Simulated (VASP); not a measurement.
# NaI (Fm-3m) in VASP: G0W0 quasiparticle levels with PBE

Aim: the G0W0 quasiparticle levels of NaI with PBE.

Program: VASP 6.6.1. These are calculated values, not measurements. Logs are shortened: lines on timing, memory, paths and dates and some standing lists are left out, and cuts for length are marked.

### 1 The cell of the first run

It takes space group Fm-3m (No. 225, cubic). The conventional cell has a = 6.459 Å, b = 6.459 Å, c = 6.459 Å, α = 90.00°, β = 90.00°, γ = 90.00°. Na (site symmetry m-3m) has 6 I at 3.23 Å within 4.2 Å. I (site symmetry m-3m) has 6 Na at 3.23 Å within 4.2 Å.

### 2 G0W0 quasiparticle levels, PBE

POSCAR

```
NaI
1.0
    0.0000000000      3.2297205484      3.2297205484
    3.2297205484      0.0000000000      3.2297205484
    3.2297205484      3.2297205484      0.0000000000
Na I
1 1
Direct
    0.0000000000      0.0000000000      0.0000000000
    0.5000000000      0.5000000000      0.5000000000
```

INCAR.step1

```
  PREC = Accurate
  ENCUT = 500
  EDIFF = 1E-8
  ISMEAR = 0
  SIGMA = 0.01
  LREAL = False
  LASPH = True
  NELM = 80
  ALGO = Normal
  LWAVE = True
  LCHARG = False
  GGA = PE
```

INCAR.step2

```
  PREC = Accurate
  ENCUT = 500
  EDIFF = 1E-8
  ISMEAR = 0
  SIGMA = 0.01
  LREAL = False
  LASPH = True
  NELM = 1
  ALGO = Exact
  LWAVE = True
  LCHARG = False
  GGA = PE
  NBANDS = 289
  LOPTICS = True
  ISTART = 1
```

INCAR.step3

```
  PREC = Accurate
  ENCUT = 500
  EDIFF = 1E-8
  ISMEAR = 0
  SIGMA = 0.01
  LREAL = False
  LASPH = True
  ALGO = EVGW0
  LWAVE = False
  LCHARG = False
  GGA = PE
  NELMGW = 1
  NBANDS = 289
  ENCUTGW = 150.0
  NOMEGA = 48
  PRECFOCK = Fast
  ISTART = 1
  NBANDSGW = 16
```

KPOINTS

```
regular mesh
0
Gamma
  4 4 4
```

Potentials or basis: VASP PAW PBE potentials, release 64 (Na_sv_GW, I_GW).

Command:

```bash
$ cat potpaw_PBE.64/Na_sv_GW/POTCAR potpaw_PBE.64/I_GW/POTCAR > POTCAR
$ cp INCAR.step1 INCAR
$ mpirun -np 1 vasp_std > vasp.out
$ cp INCAR.step2 INCAR
$ mpirun -np 1 vasp_std > vasp.out
$ cp INCAR.step3 INCAR
$ mpirun -np 1 vasp_std > vasp.out
```

OUTCAR:

```text
PREC = Accurate
   ENCUT = 500
   EDIFF = 1E-8
   ISMEAR = 0
   LREAL = False
   LASPH = True
   GGA = PE
   NELMGW = 1
   ENCUTGW = 150.0
   PRECFOCK = Fast
   ISTART = 1

 ion  position               nearest neighbor table
   1  0.000  0.000  0.000-
   2  0.500  0.500  0.500-

  LATTYP: Found a face centered cubic cell.
 ALAT       =     6.4594410968

  Lattice vectors:

 A1 = (   0.0000000000,   3.2297205484,   3.2297205484)
 A2 = (   3.2297205484,   0.0000000000,   3.2297205484)
 A3 = (   3.2297205484,   3.2297205484,   0.0000000000)

Analysis of symmetry for initial positions (statically):
=====================================================================
 Subroutine PRICEL returns:
 Original cell was already a primitive cell.

 Routine SETGRP: Setting up the symmetry group for a
 face centered cubic supercell.

 Subroutine GETGRP returns: Found 48 space group operations
 (whereof 48 operations were pure point group operations)
 out of a pool of 48 trial point group operations.

The static configuration has the point symmetry O_h .

Analysis of symmetry for dynamics (positions and initial velocities):
=====================================================================
 Subroutine PRICEL returns:
 Original cell was already a primitive cell.

 Routine SETGRP: Setting up the symmetry group for a
 face centered cubic supercell.

 Subroutine GETGRP returns: Found 48 space group operations
 (whereof 48 operations were pure point group operations)
 out of a pool of 48 trial point group operations.

The dynamic configuration has the point symmetry O_h .

 Subroutine INISYM returns: Found 48 space group operations
 (whereof 48 operations are pure point group operations),
 and found     1 'primitive' translations

----------------------------------------------------------------------------------------

                                     Primitive cell

  volume of cell :      67.3790

  direct lattice vectors                    reciprocal lattice vectors
     0.000000000  3.229720548  3.229720548    -0.154812156  0.154812156  0.154812156
     3.229720548  0.000000000  3.229720548     0.154812156 -0.154812156  0.154812156
     3.229720548  3.229720548  0.000000000     0.154812156  0.154812156 -0.154812156

  length of vectors
     4.567514602  4.567514602  4.567514602     0.268142519  0.268142519  0.268142519

  position of ions in fractional coordinates (direct lattice)
     0.000000000  0.000000000  0.000000000
     0.500000000  0.500000000  0.500000000

  ion indices of the primitive-cell ions
   primitive index   ion index
                 1           1
                 2           2

----------------------------------------------------------------------------------------

 KPOINTS: regular mesh

Automatic generation of k-mesh.
 Grid dimensions read from file:
 generate k-points for:    4    4    4

 Generating k-lattice:

  Cartesian coordinates                     Fractional coordinates (reciprocal lattice)
    -0.038703039  0.038703039  0.038703039     0.250000000  0.000000000  0.000000000
     0.038703039 -0.038703039  0.038703039     0.000000000  0.250000000  0.000000000
     0.038703039  0.038703039 -0.038703039     0.000000000  0.000000000  0.250000000

  Length of vectors
     0.067035630  0.067035630  0.067035630

  Shift w.r.t. Gamma in fractional coordinates (k-lattice)
     0.000000000  0.000000000  0.000000000

 Subroutine IBZKPT returns following result:
 ===========================================

 Found      8 irreducible k-points:

 Following reciprocal coordinates:
            Coordinates               Weight
  0.000000  0.000000  0.000000      1.000000
  0.250000  0.000000  0.000000      8.000000
  0.500000  0.000000  0.000000      4.000000
  0.250000  0.250000  0.000000      6.000000
  0.500000  0.250000  0.000000     24.000000
 -0.250000  0.250000  0.000000     12.000000
  0.500000  0.500000  0.000000      3.000000
 -0.250000  0.500000  0.250000      6.000000
   k-points           NKPTS =      8   k-points in BZ     NKDIM =     64   number of bands    NBANDS=    289
   number of dos      NEDOS =    301   number of ions     NIONS =      2
   total plane-waves  NPLWV =  46656
   dimension x,y,z NGX =    36 NGY =   36 NGZ =   36
   dimension x,y,z NGXF=    72 NGYF=   72 NGZF=   72
   ions per type =               1   1
   NGX,Y,Z   is equivalent  to a cutoff of  13.10, 13.10, 13.10 a.u.
   NGXF,Y,Z  is equivalent  to a cutoff of  26.21, 26.21, 26.21 a.u.
 SYSTEM =  unknown system
   PREC   = accura    normal or accurate (medium, high low for compatibility)
   ISTART =      1    job   : 0-new  1-cont  2-samecut
   ICHARG =      0    charge: 1-file 2-atom 10-const
   ISPIN  =      1    spin polarized calculation?
   LNONCOLLINEAR =      F non collinear calculations
   LSORBIT =      F    spin-orbit coupling
   LASPH  =      T    aspherical Exc in radial PAW
   ENCUT  =  500.0 eV  36.75 Ry    6.06 a.u.   8.33  8.33  8.33*2*pi/ulx,y,z
   NELM   =     60;   NELMIN=  2; NELMDL=  0     # of ELM steps
   EDIFF  = 0.1E-07   stopping-criterion for ELM
   LREAL  =      F    real-space projection
   EDIFFG = 0.1E-06   stopping-criterion for IOM
   NSW    =      0    number of steps for IOM
   IBRION =     -1    ionic relax: 0-MD 1-quasi-New 2-CG
   NFREE  =      0    steps in history (QN), initial steepest desc. (CG)
   ISIF   =      0    stress and relaxation
   ISYM   =      3    0-nonsym 1-usesym 2-fastsym
   POTIM  = 0.5000    time-step for ionic-motion
   TEBEG  =    0.0;   TEEND  =   0.0 temperature during run
   PSTRESS=    0.0 pullay stress
   NELECT =      16.0000    total number of electrons
   NUPDOWN=      -1.0000    fix difference up-down
   EMIN   =  10.00;   EMAX   =-10.00  energy-range for DOS
   EFERMI =   0.00;   METHOD = LEGACY
   ISMEAR =     0;   SIGMA  =   0.01  broadening in eV -4-tet -1-fermi 0-gaus
   EFERMI_NEDOS =   21; number of points for ismear=-14 and -15
   IALGO  =     38    algorithm
   IMIX   =      4    mixing-type and parameters
     AMIX     =   0.40;   BMIX     =  1.00
     AMIX_MAG =   1.60;   BMIX_MAG =  1.00
  volume/ion in A,a.u.               =      33.69       227.35
  Fermi-wavevector in a.u.,A,eV,Ry     =   1.013771  1.915749 13.983139  1.027732
  Thomas-Fermi vector in A             =   2.146959
   LORBIT       =      0    0 simple, 1 ext, 2 COOP (PROOUT), +10 PAW based schemes
   GGA     = PE    functional components
   LHFCALC =     T    Hartree Fock is set to
   PRECFOCK=fast      Normal, Fast or Accurate (Low or Medium for compatibility)
   ENCUT4O =  -1.0   cutoff for four orbital integrals eV
   NKREDX  =     1    reduce k-point grid by
   NKREDY  =     1    reduce k-point grid by
   NKREDZ  =     1    reduce k-point grid by
   AEXX    =    1.0000 exact exchange contribution
   HFSCREEN=    0.0000 screening length (either q_TF or 0.3 A-1)
   HFSCREENC=   0.0000 screening length for correlation (either q_TF or 0.3 A-1)
   ENCUTFOCK=  -1.0 apply spherical cutoff to Coloumb kernel
   IVDW    =     0    specifies the selected vdW correction
   LEPSILON=     F    determine dielectric tensor
   LRPA    =     F    only Hartree local field effects (RPA)
   LRPAFORCE           =     F    calculate RPA forces
   ENCUTGW             = 150.0    cutoff for response function in eV
   ENCUTGWSOFT         = 120.0    soft cutoff for Coulomb kernel in GW response function in eV
   ENCUTLF             =  -1.0    cutoff for local field effects
   NELMGW              =     1    number of iterations in solving QP/BSE equation
   NELMHF              =     1    number of iterations in the inner HF iteration
   NKREDLFX            =     1    NKREDLFY  =   1   NKREDLFZ  =   1
 non-spin polarized calculation
 Gauss-broadening in eV      SIGMA  =   0.01
  energy-cutoff  :      500.00
  volume of cell :       67.38
 maximum number of plane-waves:      1724
 NGX is ok and might be reduce to    36
  NGX = 18; NGY = 18; NGZ = 18
   NGX = 17   NGY = 17   NGZ = 17
 maximum number of plane-waves:       290

 QP shifts <psi_nk| G(iteration)W_0 |psi_nk>: iteration 1
 for sc-GW calculations column KS-energies equals QP-energies in previous step
 and V_xc(KS)=  KS-energies - (<T + V_ion + V_H > + <T+V_H+V_ion>^1  + <V_x>^1)

 k-point   1 :       0.0000    0.0000    0.0000
  band No.  KS-energies  QP-energies   sigma(KS)   V_xc(KS)     V^pw_x(r,r')   Z            occupation Imag(sigma)

      1     -49.6708     -58.1967     -40.7890     -29.2787     -49.1331       0.7407       2.0000       0.5678
      2     -21.6093     -26.9366     -35.1493     -28.3130     -41.3430       0.7793       2.0000       0.3386
      3     -21.6093     -26.9366     -35.1493     -28.3130     -41.3430       0.7793       2.0000       0.3386
      4     -21.6093     -26.9366     -35.1493     -28.3130     -41.3430       0.7793       2.0000       0.3386
      5     -10.2064     -11.7088     -13.9849     -11.9506     -18.9307       0.7385       2.0000       1.6133
      6       0.8253      -0.7316     -13.2719     -11.3009     -14.3157       0.7899       2.0000       0.1993
[... 8 lines left out ...]
     15      11.2662      11.5638      -5.1293      -5.5004      -1.2264       0.8020       0.0000      -0.4302
     16      12.3775      13.0914      -6.8361      -7.7397      -2.6476       0.7901       0.0000      -0.4944

 k-point   2 :       0.2500    0.0000    0.0000
  band No.  KS-energies  QP-energies   sigma(KS)   V_xc(KS)     V^pw_x(r,r')   Z            occupation Imag(sigma)

      1     -49.6708     -58.1674     -40.7889     -29.2788     -49.1332       0.7382       2.0000       0.5677
      2     -21.6121     -26.8288     -35.1385     -28.3008     -41.3313       0.7629       2.0000       0.3421
      3     -21.6097     -26.9228     -35.1463     -28.3123     -41.3398       0.7775       2.0000       0.3388
      4     -21.6097     -26.9228     -35.1463     -28.3123     -41.3398       0.7775       2.0000       0.3388
      5     -10.0535     -11.5309     -14.1023     -12.1054     -18.9957       0.7399       2.0000       1.5699
      6      -0.4775      -2.1136     -12.1919     -10.1012     -13.4899       0.7826       2.0000       0.2480
[... 8 lines left out ...]
     15      11.2709      11.9290      -6.2896      -7.1150      -2.2343       0.7972       0.0000      -0.4444
     16      14.4448      14.9530      -5.8490      -6.4805      -1.6287       0.8047       0.0000      -0.6086

 k-point   3 :       0.5000    0.0000    0.0000
  band No.  KS-energies  QP-energies   sigma(KS)   V_xc(KS)     V^pw_x(r,r')   Z            occupation Imag(sigma)

      1     -49.6707     -58.3442     -40.7883     -29.2790     -49.1326       0.7536       2.0000       0.5676
      2     -21.6147     -26.8029     -35.1254     -28.2886     -41.3174       0.7589       2.0000       0.3457
      3     -21.6096     -26.9333     -35.1457     -28.3118     -41.3394       0.7790       2.0000       0.3389
      4     -21.6096     -26.9333     -35.1457     -28.3118     -41.3394       0.7790       2.0000       0.3389
      5      -9.8876     -11.3449     -14.2417     -12.2873     -19.0756       0.7456       2.0000       1.5238
      6      -1.3753      -3.1116     -11.8053      -9.5568     -13.4021       0.7722       2.0000       0.3074
[... 8 lines left out ...]
     15      13.2623      14.1660      -7.7121      -8.8480      -3.5747       0.7956       0.0000      -0.4538
     16      13.5478      14.0826      -6.0715      -6.7418      -1.7720       0.7977       0.0000      -0.5829

 k-point   4 :       0.2500    0.2500    0.0000
  band No.  KS-energies  QP-energies   sigma(KS)   V_xc(KS)     V^pw_x(r,r')   Z            occupation Imag(sigma)

      1     -49.6708     -58.1980     -40.7887     -29.2788     -49.1330       0.7409       2.0000       0.5677
      2     -21.6107     -26.9112     -35.1429     -28.3074     -41.3361       0.7754       2.0000       0.3397
      3     -21.6107     -26.9112     -35.1429     -28.3074     -41.3361       0.7754       2.0000       0.3397
      4     -21.6107     -26.9112     -35.1429     -28.3074     -41.3361       0.7754       2.0000       0.3397
      5     -10.0088     -11.4828     -14.1250     -12.1412     -19.0024       0.7430       2.0000       1.5584
      6      -0.4072      -2.0404     -12.2179     -10.1328     -13.4964       0.7833       2.0000       0.2444
[... 8 lines left out ...]
     15      13.8427      14.5912      -6.7107      -7.6483      -2.4280       0.7983       0.0000      -0.5878
     16      13.8427      14.5912      -6.7107      -7.6483      -2.4280       0.7983       0.0000      -0.5878
[... 24 lines left out ...]
      1     -49.6708     -58.2246     -40.7887     -29.2789     -49.1330       0.7432       2.0000       0.5677
      2     -21.6114     -26.8596     -35.1396     -28.3044     -41.3326       0.7678       2.0000       0.3405
      3     -21.6114     -26.8596     -35.1396     -28.3044     -41.3326       0.7678       2.0000       0.3405
      4     -21.6114     -26.8596     -35.1396     -28.3044     -41.3326       0.7678       2.0000       0.3405
      5      -9.8979     -11.3523     -14.2174     -12.2622     -19.0554       0.7438       2.0000       1.5276
      6      -0.8691      -2.5558     -12.0134      -9.8501     -13.4402       0.7797       2.0000       0.2709
[... 8 lines left out ...]
     15      13.6860      14.3625      -6.4954      -7.3409      -2.2539       0.8001       0.0000      -0.5839
     16      14.0473      14.9675      -7.7480      -8.9004      -3.3708       0.7985       0.0000      -0.5714

 k-point   7 :       0.5000    0.5000    0.0000
  band No.  KS-energies  QP-energies   sigma(KS)   V_xc(KS)     V^pw_x(r,r')   Z            occupation Imag(sigma)

      1     -49.6707     -58.3244     -40.7876     -29.2790     -49.1320       0.7519       2.0000       0.5676
      2     -21.6134     -26.8252     -35.1307     -28.2961     -41.3228       0.7626       2.0000       0.3401
      3     -21.6111     -26.8623     -35.1400     -28.3061     -41.3329       0.7684       2.0000       0.3391
      4     -21.6111     -26.8623     -35.1400     -28.3061     -41.3329       0.7684       2.0000       0.3391
      5      -9.8093     -11.2615     -14.2524     -12.3265     -19.0555       0.7540       2.0000       1.5063
      6      -1.0967      -2.8383     -12.0575      -9.8040     -13.6166       0.7728       2.0000       0.2895
[... 8 lines left out ...]
     15      14.2798      15.1877      -7.7420      -8.8812      -3.4494       0.7970       0.0000      -0.5230
     16      14.2798      15.1877      -7.7420      -8.8812      -3.4494       0.7970       0.0000      -0.5230

 k-point   8 :      -0.2500    0.5000    0.2500
  band No.  KS-energies  QP-energies   sigma(KS)   V_xc(KS)     V^pw_x(r,r')   Z            occupation Imag(sigma)

      1     -49.6707     -58.3645     -40.7879     -29.2790     -49.1323       0.7554       2.0000       0.5676
      2     -21.6119     -26.8354     -35.1371     -28.3023     -41.3298       0.7643       2.0000       0.3401
      3     -21.6119     -26.8354     -35.1371     -28.3023     -41.3298       0.7643       2.0000       0.3401
      4     -21.6119     -26.8354     -35.1371     -28.3023     -41.3298       0.7643       2.0000       0.3401
      5      -9.8007     -11.2551     -14.2730     -12.3480     -19.0751       0.7555       2.0000       1.5034
      6      -0.5962      -2.2924     -12.2806     -10.1069     -13.6844       0.7803       2.0000       0.2599
[... 8 lines left out ...]
     15      13.6357      14.5527      -7.1931      -8.3352      -2.9729       0.8029       0.0000      -0.5117
     16      14.3841      15.3239      -7.9059      -9.0877      -3.5833       0.7952       0.0000      -0.5292
```

It took 15 min on 1 thread of Intel Xeon Platinum 8259CL at 2.50GHz (Skylake/Cascade Lake), shared host; peak memory 0.84 GiB.

Results:

| Item | Value |
| --- | --- |
| Band gap on the k mesh, mean-field level | 3.65 eV, direct |
| Quasiparticle gap | 5.81 eV |
| Least direct quasiparticle gap | 5.81 eV |

Levels at points of the mesh, in eV from the valence-band top:
```
           k point  band 5  band 6  band 7  band 8  band 9  band 10  band 11  band 12
(0.00, 0.00, 0.00)  -11.03    0.00    0.00    0.00    3.65     7.96     7.96     7.96
(0.50, 0.00, 0.00)  -10.71   -2.20   -0.29   -0.29    5.09     7.47     7.47     8.79
(0.50, 0.50, 0.00)  -10.63   -1.92   -0.75   -0.75    4.51     5.55     9.91    11.34
```

Caveat: the k points lie up to 0.42 Å⁻¹ apart; bands, screening cutoff and mesh are small and nothing is extrapolated, so the quasiparticle values aren't converged; spin-orbit coupling is left out, which moves the levels of the heavy elements.
